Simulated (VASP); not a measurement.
Here is a VASP 6.6.1 calculation.

File INCAR:

```
ALGO     = Normal         # electronic algorithm
EDIFF    = 1E-6           # SCF threshold, eV
ENCUT    = 520            # plane-wave cutoff, eV
GGA      = PE             # functional
ISIF     = 2              # what is computed and relaxed
ISMEAR   = 0              # smearing method
LASPH    = T              # aspherical terms in the spheres
LCHARG   = F              # write CHGCAR
LREAL    = F              # projectors in reciprocal space
LWAVE    = F              # write WAVECAR
NBANDS   = 16             # bands
NELM     = 60             # most SCF steps
PREC     = Accurate       # precision mode
SIGMA    = 0.1            # smearing width, eV
```

Contents of KPOINTS:

```
k-points
0
Gamma
  18 18 14
```

POSCAR

```
WC
1.0
    2.8239474527      0.0000000000      0.0000000000
   -1.4119737264      2.4456102330      0.0000000000
    0.0000000000      0.0000000000      2.7732475004
W C
1 1
Direct
    0.0000000000      0.0000000000      0.0000000000
    0.6666666667      0.3333333333      0.5000000000
```

Potentials or basis: VASP PAW PBE potentials, release 64 (W_sv, C).

Command:

```console
$ cat potpaw_PBE.64/W_sv/POTCAR potpaw_PBE.64/C/POTCAR > POTCAR
$ mpirun -np 1 vasp_std > vasp.out
```

**Question.** Predict the band gap on the k mesh.

**Answer.** Zero (band 9 reaches 12.90 eV, above the bottom of band 10 at 11.57 eV).

**Question.** Predict the pressure.

**Answer.** 45.8 GPa.

Stress tensor (GPa, compression positive):
```
45.63  0.00  0.00
 0.00 45.63  0.00
 0.00  0.00 46.00
```

Caveat: spin-orbit coupling is left out, which moves the levels of the heavy elements.
